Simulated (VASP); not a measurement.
Here is a VASP 6.6.1 calculation.

Contents of INCAR:

```
PREC     = Accurate       # precision mode
ENCUT    = 520            # plane-wave cutoff, eV
EDIFF    = 1E-6           # SCF threshold, eV
ISMEAR   = 0              # smearing method
SIGMA    = 0.1            # smearing width, eV
LREAL    = F              # projectors in reciprocal space
LASPH    = T              # aspherical terms in the spheres
NELM     = 60             # most SCF steps
ALGO     = Normal         # electronic algorithm
ISIF     = 2              # what is computed and relaxed
LWAVE    = F              # write WAVECAR
LCHARG   = T              # write CHGCAR
LELF     = T              # ELF
LVHAR    = T            
NBANDS   = 19             # bands
```

File KPOINTS:

```
regular mesh
0
Gamma
  9 9 4
```

POSCAR

```
Zn
1.0
    2.6647980532      0.0000000000      0.0000000000
   -1.3323990266      2.3077828100      0.0000000000
    0.0000000000      0.0000000000      4.9467000000
Zn
2
Direct
    0.3333333333      0.6666666667      0.2500000000
    0.6666666667      0.3333333333      0.7500000000
```

Potentials or basis: VASP PAW LDA potentials, release 64 (Zn).

The run is started by

```sh
$ cat potpaw_LDA.64/Zn/POTCAR > POTCAR
$ mpirun -np 1 vasp_std > vasp.out
```

**Question.** Estimate the pressure.

**Answer.** -8.2 GPa.

**Question.** What does it give for the band gap on the k mesh?

**Answer.** Zero (band 12 reaches 3.83 eV, above the bottom of band 13 at -0.22 eV).

Stress tensor (GPa, compression positive):
```
-8.61  0.00  0.00
 0.00 -8.61  0.00
 0.00  0.00 -7.51
```
